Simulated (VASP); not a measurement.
# Sn (Fd-3m) in VASP: further runs

The runs below take Sn through single point, with r2SCAN.

Everything below comes from runs of VASP 6.6.1. Logs are shortened: lines on timing, memory, paths and dates and some standing lists are left out, and cuts for length are marked.

**1. The cell of the first run**

It takes space group Fd-3m (No. 227, cubic). The conventional cell has a = 6.121 Å, b = 6.121 Å, c = 6.121 Å, α = 90.00°, β = 90.00°, γ = 90.00°. Sn (site symmetry -43m) has 4 Sn at 2.65 Å within 3.5 Å.

This isn't the form of Sn at room conditions, which is tetragonal (white tin).

**2. Single point, r2SCAN**

POSCAR reads:

```
Sn
1.0
    0.0000000000      3.0606830281      3.0606830281
    3.0606830281      0.0000000000      3.0606830281
    3.0606830281      3.0606830281      0.0000000000
Sn
2
Direct
    0.5000000000      0.5000000000      0.5000000000
    0.7500000000      0.7500000000      0.7500000000
```

INCAR.step1 reads:

```
ALGO     = Normal         # electronic algorithm
EDIFF    = 1E-4           # SCF threshold, eV
ENCUT    = 520            # plane-wave cutoff, eV
GGA      = PE             # functional
ISMEAR   = -1             # smearing method
LASPH    = True           # aspherical terms in the spheres
LCHARG   = False          # write CHGCAR
LREAL    = False          # projectors in reciprocal space
LWAVE    = True           # write WAVECAR
NBANDS   = 21             # bands
NELM     = 100            # most SCF steps
PREC     = Accurate       # precision mode
SIGMA    = 0.1            # smearing width, eV
```

INCAR.step2 reads:

```
ALGO     = Normal         # electronic algorithm
EDIFF    = 1E-6           # SCF threshold, eV
ENCUT    = 520            # plane-wave cutoff, eV
ISIF     = 2              # what is computed and relaxed
ISMEAR   = -1             # smearing method
ISTART   = 1            
LASPH    = True           # aspherical terms in the spheres
LCHARG   = True           # write CHGCAR
LELF     = True           # ELF
LMIXTAU  = True         
LREAL    = False          # projectors in reciprocal space
LVHAR    = True         
LWAVE    = False          # write WAVECAR
METAGGA  = R2SCAN         # meta-GGA
NBANDS   = 21             # bands
NELM     = 100            # most SCF steps
PREC     = Accurate       # precision mode
SIGMA    = 0.1            # smearing width, eV
```

KPOINTS reads:

```
k-points
0
Gamma
  14 14 14
```

Potentials or basis: VASP PAW PBE potentials, release 64 (Sn_d).

The run is started by

```
$ cat potpaw_PBE.64/Sn_d/POTCAR > POTCAR
$ cp INCAR.step1 INCAR
$ mpirun -np 1 vasp_std > vasp.out
$ cp INCAR.step2 INCAR
$ mpirun -np 1 vasp_std > vasp.out
```

OUTCAR:

```text
EDIFF = 1E-6
   ENCUT = 520
   ISIF = 2
   ISMEAR = -1
   ISTART = 1
   LASPH = True
   LREAL = False
   METAGGA = R2SCAN
   NELM = 100
   PREC = Accurate

 ion  position               nearest neighbor table
   1  0.500  0.500  0.500-   2 2.65   2 2.65   2 2.65   2 2.65
   2  0.750  0.750  0.750-   1 2.65   1 2.65   1 2.65   1 2.65

  LATTYP: Found a face centered cubic cell.
 ALAT       =     6.1213660562

  Lattice vectors:

 A1 = (   0.0000000000,   3.0606830281,   3.0606830281)
 A2 = (   3.0606830281,   0.0000000000,   3.0606830281)
 A3 = (   3.0606830281,   3.0606830281,   0.0000000000)

Analysis of symmetry for initial positions (statically):
=====================================================================
 Subroutine PRICEL returns:
 Original cell was already a primitive cell.

 Routine SETGRP: Setting up the symmetry group for a
 face centered cubic supercell.

 Subroutine GETGRP returns: Found 48 space group operations
 (whereof 24 operations were pure point group operations)
 out of a pool of 48 trial point group operations.

The static configuration has the point symmetry T_d .
 The point group associated with its full space group is O_h .

Analysis of symmetry for dynamics (positions and initial velocities):
=====================================================================
 Subroutine PRICEL returns:
 Original cell was already a primitive cell.

 Routine SETGRP: Setting up the symmetry group for a
 face centered cubic supercell.

 Subroutine GETGRP returns: Found 48 space group operations
 (whereof 24 operations were pure point group operations)
 out of a pool of 48 trial point group operations.

The dynamic configuration has the point symmetry T_d .
 The point group associated with its full space group is O_h .

 Subroutine INISYM returns: Found 48 space group operations
 (whereof 24 operations are pure point group operations),
 and found     1 'primitive' translations

----------------------------------------------------------------------------------------

                                     Primitive cell

  volume of cell :      57.3436

  direct lattice vectors                    reciprocal lattice vectors
     0.000000000  3.060683028  3.060683028    -0.163362228  0.163362228  0.163362228
     3.060683028  0.000000000  3.060683028     0.163362228 -0.163362228  0.163362228
     3.060683028  3.060683028  0.000000000     0.163362228  0.163362228 -0.163362228

  length of vectors
     4.328459448  4.328459448  4.328459448     0.282951680  0.282951680  0.282951680

  position of ions in fractional coordinates (direct lattice)
     0.500000000  0.500000000  0.500000000
     0.750000000  0.750000000  0.750000000

  ion indices of the primitive-cell ions
   primitive index   ion index
                 1           1
                 2           2

----------------------------------------------------------------------------------------

 KPOINTS: k-points

Automatic generation of k-mesh.
 Grid dimensions read from file:
 generate k-points for:   14   14   14

 Generating k-lattice:

  Cartesian coordinates                     Fractional coordinates (reciprocal lattice)
    -0.011668731  0.011668731  0.011668731     0.071428571  0.000000000  0.000000000
     0.011668731 -0.011668731  0.011668731     0.000000000  0.071428571  0.000000000
     0.011668731  0.011668731 -0.011668731     0.000000000  0.000000000  0.071428571

  Length of vectors
     0.020210834  0.020210834  0.020210834

  Shift w.r.t. Gamma in fractional coordinates (k-lattice)
     0.000000000  0.000000000  0.000000000

 Subroutine IBZKPT returns following result:
 ===========================================

 Found    104 irreducible k-points:

 Following reciprocal coordinates:
            Coordinates               Weight
  0.000000  0.000000  0.000000      1.000000
  0.071429  0.000000  0.000000      8.000000
  0.142857  0.000000  0.000000      8.000000
  0.214286  0.000000  0.000000      8.000000
  0.285714  0.000000  0.000000      8.000000
  0.357143  0.000000  0.000000      8.000000
[... 16 lines left out ...]
  0.214286  0.142857  0.000000     24.000000
  0.285714  0.142857  0.000000     24.000000
 [... further k-points ...]
   k-points           NKPTS =    104   k-points in BZ     NKDIM =    104   number of bands    NBANDS=     21
   number of dos      NEDOS =    301   number of ions     NIONS =      2
   total plane-waves  NPLWV =  32768
   dimension x,y,z NGX =    32 NGY =   32 NGZ =   32
   dimension x,y,z NGXF=    64 NGYF=   64 NGZF=   64
   ions per type =               2
   NGX,Y,Z   is equivalent  to a cutoff of  12.29, 12.29, 12.29 a.u.
   NGXF,Y,Z  is equivalent  to a cutoff of  24.58, 24.58, 24.58 a.u.
 SYSTEM =  unknown system
   PREC   = accura    normal or accurate (medium, high low for compatibility)
   ISTART =      1    job   : 0-new  1-cont  2-samecut
   ICHARG =      0    charge: 1-file 2-atom 10-const
   ISPIN  =      1    spin polarized calculation?
   LNONCOLLINEAR =      F non collinear calculations
   LSORBIT =      F    spin-orbit coupling
   LASPH  =      T    aspherical Exc in radial PAW
   ENCUT  =  520.0 eV  38.22 Ry    6.18 a.u.   8.05  8.05  8.05*2*pi/ulx,y,z
   NELM   =    100;   NELMIN=  2; NELMDL=  0     # of ELM steps
   EDIFF  = 0.1E-05   stopping-criterion for ELM
   LREAL  =      F    real-space projection
   EDIFFG = 0.1E-04   stopping-criterion for IOM
   NSW    =      0    number of steps for IOM
   IBRION =     -1    ionic relax: 0-MD 1-quasi-New 2-CG
   NFREE  =      0    steps in history (QN), initial steepest desc. (CG)
   ISIF   =      2    stress and relaxation
   ISYM   =      2    0-nonsym 1-usesym 2-fastsym
   POTIM  = 0.5000    time-step for ionic-motion
   TEBEG  =    0.0;   TEEND  =   0.0 temperature during run
   PSTRESS=    0.0 pullay stress
   NELECT =      28.0000    total number of electrons
   NUPDOWN=      -1.0000    fix difference up-down
   EMIN   =  10.00;   EMAX   =-10.00  energy-range for DOS
   EFERMI =   0.00;   METHOD = LEGACY
   ISMEAR =    -1;   SIGMA  =   0.10  broadening in eV -4-tet -1-fermi 0-gaus
   EFERMI_NEDOS =   21; number of points for ismear=-14 and -15
   IALGO  =     38    algorithm
   IMIX   =      4    mixing-type and parameters
     AMIX     =   0.40;   BMIX     =  1.00
     AMIX_MAG =   1.60;   BMIX_MAG =  1.00
  volume/ion in A,a.u.               =      28.67       193.49
  Fermi-wavevector in a.u.,A,eV,Ry     =   1.289137  2.436116 22.611180  1.661875
  Thomas-Fermi vector in A             =   2.421048
   LORBIT       =      0    0 simple, 1 ext, 2 COOP (PROOUT), +10 PAW based schemes
   METAGGA = R2SCAN    functional components
   LHFCALC =     F    Hartree Fock is set to
   AEXX    =    0.0000 exact exchange contribution
   IVDW    =     0    specifies the selected vdW correction
   LEPSILON=     F    determine dielectric tensor
   LRPA    =     F    only Hartree local field effects (RPA)
 non-spin polarized calculation
  energy-cutoff  :      520.00
  volume of cell :       57.34
 maximum number of plane-waves:      1572
   NGX = 17   NGY = 17   NGZ = 17

 number of electron      27.9999980 magnetization

 Free energy of the ion-electron system (eV)
  ---------------------------------------------------
  ext. energy  EPLUGINS =         0.00000000
  ---------------------------------------------------
  free energy    TOTEN  =       -48.97748961 eV

  energy without entropy =      -48.97644303  energy(sigma->0) =      -48.97696632

 E-fermi :   7.8641     XC(G=0): -10.4578

 val. band max:        7.6782696124   @ k =   0.0000   0.0000   0.0000
 cond. band min:       8.1654481470   @ k =   0.4286   0.4286   0.0000
 fundamental gap:      0.4871785346
 Fermi energy:         7.8641378062

 k-point     1 :       0.0000    0.0000    0.0000
  band No.  band energies     occupation
      1     -15.2287      2.00000
      2     -15.2286      2.00000
      3     -15.2286      2.00000
      4     -15.1336      2.00000
      5     -15.1336      2.00000
      6     -14.6253      2.00000
[... 13 lines left out ...]
     20      16.3438      0.00000
     21      16.3439      0.00000

 k-point     2 :       0.0714    0.0000    0.0000
  band No.  band energies     occupation
      1     -15.2363      2.00000
      2     -15.2363      2.00000
      3     -15.2268      2.00000
      4     -15.1232      2.00000
      5     -15.1232      2.00000
      6     -14.6344      2.00000
[... 13 lines left out ...]
     20      15.6281      0.00000
     21      15.6281      0.00000

 k-point     3 :       0.1429    0.0000    0.0000
  band No.  band energies     occupation
      1     -15.2516      2.00000
      2     -15.2516      2.00000
      3     -15.2217      2.00000
      4     -15.1002      2.00000
      5     -15.1001      2.00000
      6     -14.6525      2.00000
[... 13 lines left out ...]
     20      15.0941      0.00000
     21      15.0941      0.00000

 k-point     4 :       0.2143    0.0000    0.0000
  band No.  band energies     occupation
      1     -15.2661      2.00000
      2     -15.2661      2.00000
      3     -15.2142      2.00000
      4     -15.0754      2.00000
      5     -15.0754      2.00000
      6     -14.6701      2.00000
[... 13 lines left out ...]
     20      14.9189      0.00000
     21      14.9189      0.00000

 k-point     5 :       0.2857    0.0000    0.0000
  band No.  band energies     occupation
      1     -15.2768      2.00000
      2     -15.2768      2.00000
      3     -15.2057      2.00000
      4     -15.0549      2.00000
      5     -15.0549      2.00000
      6     -14.6832      2.00000
[... 13 lines left out ...]
     20      15.1917      0.00000
     21      15.1917      0.00000

 k-point     6 :       0.3571    0.0000    0.0000
  band No.  band energies     occupation
      1     -15.2832      2.00000
      2     -15.2832      2.00000
      3     -15.1979      2.00000
      4     -15.0412      2.00000
      5     -15.0412      2.00000
      6     -14.6906      2.00000
[... 13 lines left out ...]
     20      15.8710      0.00000
     21      15.8710      0.00000

 k-point     7 :       0.4286    0.0000    0.0000
  band No.  band energies     occupation
      1     -15.2864      2.00000
      2     -15.2864      2.00000
      3     -15.1924      2.00000
      4     -15.0341      2.00000
      5     -15.0341      2.00000
      6     -14.6934      2.00000
[... 13 lines left out ...]
     20      16.7852      0.00000
     21      16.7852      0.00000
[... 291 lines left out ...]
      1     -15.2666      2.00000
      2     -15.2528      2.00000
      3     -15.2194      2.00000
      4     -15.0948      2.00000
      5     -15.0754      2.00000
      6     -14.6821      2.00000
[... 13 lines left out ...]
     20      14.6417      0.00000
     21      15.2719      0.00000

 k-point    21 :      -0.0714    0.0714    0.0000
  band No.  band energies     occupation
      1     -15.2504      2.00000
      2     -15.2384      2.00000
      3     -15.2274      2.00000
      4     -15.1145      2.00000
      5     -15.1027      2.00000
      6     -14.6584      2.00000
[... 13 lines left out ...]
     20      14.9379      0.00000
     21      15.3483      0.00000

 k-point    22 :       0.1429    0.1429    0.0000
  band No.  band energies     occupation
      1     -15.2483      2.00000
      2     -15.2462      2.00000
      3     -15.2462      2.00000
      4     -15.1051      2.00000
      5     -15.0636      2.00000
      6     -14.7236      2.00000
[... 13 lines left out ...]
     20      14.6445      0.00000
     21      16.5921      0.00000

 k-point    23 :       0.2143    0.1429    0.0000
  band No.  band energies     occupation
      1     -15.2681      2.00000
      2     -15.2565      2.00000
      3     -15.2348      2.00000
      4     -15.0866      2.00000
      5     -15.0343      2.00000
      6     -14.7562      2.00000
[... 13 lines left out ...]
     20      15.3525      0.00000
     21      16.3279      0.00000

 k-point    24 :       0.2857    0.1429    0.0000
  band No.  band energies     occupation
      1     -15.2880      2.00000
      2     -15.2683      2.00000
      3     -15.2162      2.00000
      4     -15.0641      2.00000
      5     -15.0081      2.00000
      6     -14.7808      2.00000
[... 13 lines left out ...]
     20      15.7595      0.00000
     21      16.3192      0.00000

 [... further k-points ...]
[... 5 lines left out ...]
  --------------------------------------------------------------------------------------
  -------------------------------------------------------------------------------------
  Total        5.3754305      5.3754305      5.3754305      0.0000000      0.0000000     -0.0000000
  in kB      150.1892237    150.1892237    150.1892237      0.0000000      0.0000000     -0.0000000
  external PRESSURE =     150.1892237 kB  Pullay stress =       0.0000000 kB

 VOLUME and BASIS-vectors are now :
 -----------------------------------------------------------------------------
  energy-cutoff  :      520.00
  volume of cell :       57.34
      direct lattice vectors                 reciprocal lattice vectors
     0.000000000  3.060683028  3.060683028    -0.163362228  0.163362228  0.163362228
     3.060683028  0.000000000  3.060683028     0.163362228 -0.163362228  0.163362228
     3.060683028  3.060683028  0.000000000     0.163362228  0.163362228 -0.163362228

 POSITION                                       TOTAL-FORCE (eV/Angst)
 -----------------------------------------------------------------------------------
      3.06068      3.06068      3.06068         0.000000      0.000000      0.000000
      4.59102      4.59102      4.59102        -0.000000     -0.000000     -0.000000
 -----------------------------------------------------------------------------------
    total drift:                               -0.000000     -0.000000      0.000000

  FREE ENERGIE OF THE ION-ELECTRON SYSTEM (eV)
  ---------------------------------------------------
  free  energy   TOTEN  =       -48.9774896090 eV

  energy  without entropy=      -48.9764430312  energy(sigma->0) =      -48.97696632
```

It took 5.8 min on 1 thread of Intel Xeon Platinum 8259CL at 2.50GHz (Skylake/Cascade Lake), shared host; peak memory 0.25 GiB.

What came out:

```yaml
Free_energy: -48.9775 eV
Pressure: 15.0 GPa
Band_gap_on_the_k_mesh: 0.49 eV (least direct gap 0.99 eV)
```

Caveat: the cell stands under pressure; the PAW data sets were made with another functional, which shifts forces and pressure a little; spin-orbit coupling is left out, which moves the levels of the heavy elements. A k mesh can miss the band edges.

**3. Single point, r2SCAN**

This run uses another cell than the first one, of 30.20 Å³/atom.

POSCAR reads:

```
Sn
1.0
    0.0000000000      3.1139920912      3.1139920912
    3.1139920912      0.0000000000      3.1139920912
    3.1139920912      3.1139920912      0.0000000000
Sn
2
Direct
    0.5000000000      0.5000000000      0.5000000000
    0.7500000000      0.7500000000      0.7500000000
```

INCAR.step1 reads:

```
PREC = Accurate
ENCUT = 520
ISMEAR = -1
SIGMA = 0.1
LREAL = False
LASPH = True
NELM = 60
NBANDS = 21
GGA = PE
ALGO = Normal
EDIFF = 1E-4
LWAVE = True
LCHARG = False
```

INCAR.step2 reads:

```
PREC = Accurate
ENCUT = 520
EDIFF = 1E-6
ISMEAR = -1
SIGMA = 0.1
LREAL = False
LASPH = True
NELM = 60
ALGO = Normal
ISIF = 2
LWAVE = False
LCHARG = False
METAGGA = R2SCAN
LMIXTAU = True
NBANDS = 21
ISTART = 1
```

KPOINTS reads:

```
Automatic mesh
0
Gamma
  14 14 14
```

Potentials or basis: VASP PAW PBE potentials, release 64 (Sn_d).

The run is started by

```
$ cat potpaw_PBE.64/Sn_d/POTCAR > POTCAR
$ cp INCAR.step1 INCAR
$ mpirun -np 1 vasp_std > vasp.out
$ cp INCAR.step2 INCAR
$ mpirun -np 1 vasp_std > vasp.out
```

It took 8.1 min on 1 thread of Intel Xeon Platinum 8259CL at 2.50GHz (Skylake/Cascade Lake), shared host; peak memory 0.28 GiB.

It converged, with:

| Quantity | Value |
| --- | --- |
| Free energy | -49.2149 eV |
| Pressure | 10.0 GPa |
| Band gap on the k mesh | 0.43 eV (least direct gap 0.58 eV) |

Levels at points of the mesh, in eV from the valence-band top:
| k point | band 11 | band 12 | band 13 | band 14 | band 15 | band 16 | band 17 | band 18 |
| --- | --- | --- | --- | --- | --- | --- | --- | --- |
| (0.00, 0.00, 0.00) | -12.08 | 0.00 | 0.00 | 0.00 | 0.58 | 2.20 | 2.20 | 2.20 |
| (0.50, 0.00, 0.00) | -10.07 | -7.18 | -1.50 | -1.50 | 0.43 | 3.38 | 3.38 | 5.84 |
| (0.50, 0.50, 0.00) | -8.36 | -8.36 | -3.15 | -3.15 | 0.75 | 0.75 | 8.99 | 8.99 |

Caveat: the cell stands under pressure; the PAW data sets were made with another functional, which shifts forces and pressure a little; spin-orbit coupling is left out, which moves the levels of the heavy elements.

**4. Single point, r2SCAN**

This run uses another cell than the first one, of 31.35 Å³/atom.

POSCAR reads:

```
Sn
1.0
    0.0000000000      3.1532134252      3.1532134252
    3.1532134252      0.0000000000      3.1532134252
    3.1532134252      3.1532134252      0.0000000000
Sn
2
Direct
    0.5000000000      0.5000000000      0.5000000000
    0.7500000000      0.7500000000      0.7500000000
```

INCAR.step1 reads:

```
SYSTEM = Sn
PREC = Accurate
ENCUT = 520
ISMEAR = -1
SIGMA = 0.1
LREAL = .FALSE.
LASPH = .TRUE.
NELM = 60
NBANDS = 21
GGA = PE
ALGO = Normal
EDIFF = 1E-4
LWAVE = .TRUE.
LCHARG = .FALSE.
```

INCAR.step2 reads:

```
SYSTEM = Sn
PREC = Accurate
ENCUT = 520
EDIFF = 1E-6
ISMEAR = -1
SIGMA = 0.1
LREAL = .FALSE.
LASPH = .TRUE.
NELM = 60
ALGO = Normal
ISIF = 2
LWAVE = .FALSE.
LCHARG = .FALSE.
METAGGA = R2SCAN
LMIXTAU = .TRUE.
NBANDS = 21
ISTART = 1
```

KPOINTS reads:

```
Automatic mesh
0
G
  14 14 14
  0 0 0
```

The run is started by

```
$ cat potpaw_PBE.64/Sn_d/POTCAR > POTCAR
$ cp INCAR.step1 INCAR
$ mpirun -np 1 vasp_std > vasp.out
$ cp INCAR.step2 INCAR
$ mpirun -np 1 vasp_std > vasp.out
```

Wall time 6.3 min (1 thread of Intel Xeon Platinum 8259CL at 2.50GHz (Skylake/Cascade Lake), shared host); peak memory 0.28 GiB.

The run converged. Its results:

```
Free energy : -49.3377 eV
Pressure    : 7.0 GPa
```

Levels at points of the mesh, in eV from the Fermi level:
| k point | band 12 | band 13 | band 14 | band 15 | band 16 | band 17 |
| --- | --- | --- | --- | --- | --- | --- |
| (0.00, 0.00, 0.00) | -0.16 | -0.16 | -0.16 | 0.13 | 2.05 | 2.05 |
| (0.50, 0.00, 0.00) | -7.14 | -1.58 | -1.58 | 0.18 | 3.22 | 3.22 |
| (0.50, 0.50, 0.00) | -8.35 | -3.15 | -3.15 | 0.65 | 0.65 | 8.58 |

Caveat: the cell stands under pressure; the PAW data sets were made with another functional, which shifts forces and pressure a little; spin-orbit coupling is left out, which moves the levels of the heavy elements.

**5. Summary**

| cell | gap on the mesh (eV) | pressure (GPa) |
| --- | --- | --- |
| a = 4.328 Å, angles 60.0°, 2 atoms | 0.49 | 15.0 |
| a = 4.404 Å, angles 60.0°, 2 atoms | 0.43 | 10.0 |
| a = 4.459 Å, angles 60.0°, 2 atoms | - | 7.0 |

Alike in all rows: task single point; level r2SCAN; potentials or basis VASP PAW PBE potentials, release 64 (Sn_d); no spin polarisation; k mesh 14 × 14 × 14; cutoff (eV) 520; smearing fermi-dirac 0.1 eV.

Caveats: the cell stands under pressure; the PAW data sets were made with another functional, which shifts forces and pressure a little; spin-orbit coupling is left out, which moves the levels of the heavy elements.

Total energies depend on the potentials used, so only differences within one code and one set of settings carry meaning.
